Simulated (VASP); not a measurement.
Set up this calculation in VASP 6.6.1, as the native input.

```yaml
Task: relaxation of cell and atoms
Functional: r2SCAN
Potentials_or_basis: VASP PAW PBE potentials, release 64 (Li_sv, S)
Cutoff: 830 eV
k_mesh: 8 × 8 × 8
Occupations: gaussian, width 0.01 eV
Spin: no spin polarisation
Target_pressure: 2 GPa
Dipole_correction: no
Further_INCAR_settings: ALGO = Normal; EDIFF = 1e-07; IBRION = 2; EDIFFG = -0.002; NSW = 100; ISIF = 3
```

The system is Li2S.

```
Li S
1.0
     2.84450    2.84450    0.00000
    -2.84450    2.84450    0.00000
     0.00000    2.84450    2.84450
Li S
2 1
Direct
  0.25000 0.75000 0.50000
  0.75000 0.25000 0.50000
  0.00000 0.00000 0.00000
```

One way to write it, as run:

POSCAR

```
Li2S
1.0
    2.8445000000      2.8445000000      0.0000000000
   -2.8445000000      2.8445000000      0.0000000000
    0.0000000000      2.8445000000      2.8445000000
Li S
2 1
Direct
    0.2500000000      0.7500000000      0.5000000000
    0.7500000000      0.2500000000      0.5000000000
    0.0000000000      0.0000000000      0.0000000000
```

INCAR.step1

```
SYSTEM = Li2S
  PREC = Accurate
  ENCUT = 830
  ISMEAR = 0
  SIGMA = 0.01
  LREAL = .False.
  LASPH = .True.
  NELM = 120
  GGA = PE
  ALGO = Normal
  EDIFF = 1E-5
  LWAVE = .True.
  LCHARG = .False.
  GGA_COMPAT = .False.
  IBRION = 2
  ISIF = 3
  EDIFFG = -0.005
  NELMIN = 4
  NSW = 100
```

INCAR.step2

```
SYSTEM = Li2S
  PREC = Accurate
  ENCUT = 830
  EDIFF = 1E-7
  ISMEAR = 0
  SIGMA = 0.01
  LREAL = .False.
  LASPH = .True.
  NELM = 120
  ALGO = Normal
  ISIF = 3
  LWAVE = .False.
  LCHARG = .False.
  METAGGA = R2SCAN
  LMIXTAU = .True.
  IBRION = 2
  NSW = 100
  EDIFFG = -0.002
  PSTRESS = 20.0
  ISTART = 1
  GGA_COMPAT = .False.
  NELMIN = 4
```

KPOINTS

```
Automatic mesh
0
Gamma
  8 8 8
  0 0 0
```

Potentials or basis: VASP PAW PBE potentials, release 64 (Li_sv, S).

Launch:

```bash
$ cat potpaw_PBE.64/Li_sv/POTCAR potpaw_PBE.64/S/POTCAR > POTCAR
$ cp INCAR.step1 INCAR
$ mpirun -np 1 vasp_std > vasp.out
$ cp INCAR.step2 INCAR
$ mpirun -np 1 vasp_std > vasp.out
```

It gave:

The relaxed volume is 14.66 Å³/atom, the relaxed cell is a = 3.962 Å, b = 3.962 Å, c = 3.962 Å, α = 60.00°, β = 60.00°, γ = 90.00° and the space group after relaxing (to 0.1 Å) is Fm-3m (No. 225). The energy change on relaxing (the run minimises the enthalpy) is +3.7 meV/atom, the ionic steps are 3 and the pressure after relaxing is 2.0 GPa. The band gap on the k mesh is 3.83 eV (least direct gap 5.31 eV).

Caveat: the cell is relaxed towards a set pressure, so the run minimises the enthalpy, not the energy; the PAW data sets were made with another functional, which shifts forces and pressure a little.

It took 17 min on 1 thread of Oxide Virtual Turin-like Processor (shared host), peak memory 0.24 GiB.
